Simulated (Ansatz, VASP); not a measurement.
ZnO in VASP and in Ansatz

```
Zn O
1.0
     3.23735    0.00000    0.00000
    -1.61868    2.80363    0.00000
     0.00000    0.00000    5.22206
Zn O
2 2
Direct
  0.66667 0.33333 0.50059
  0.33333 0.66667 0.00059
  0.66667 0.33333 0.87972
  0.33333 0.66667 0.37972
```

Alike in both runs: task relaxation of the atoms; functional PBE; k mesh 12 × 12 × 7; occupations fermi-dirac, width 0.01 eV; no spin polarisation.

```csv
,VASP,Ansatz
version,VASP 6.6.1,Ansatz 0.2.0
potentials or method,"VASP PAW PBE potentials, release 64 (Zn, O)","plane-wave PAW, scalar-relativistic"
plane-wave cutoff (eV),520,420
valence electrons in the cell,36,36
```

VASP gave:

- gap on the k mesh at the Fermi level, each at its own relaxed structure (eV): 0.79

Question: Which values does Ansatz return?

Answer: gap on the k mesh at the Fermi level, each at its own relaxed structure (eV): 0.80.

Ansatz's warnings: stress scf threshold loose.

Noted on VASP's run: the relaxation stopped at its first step, so nothing moved.
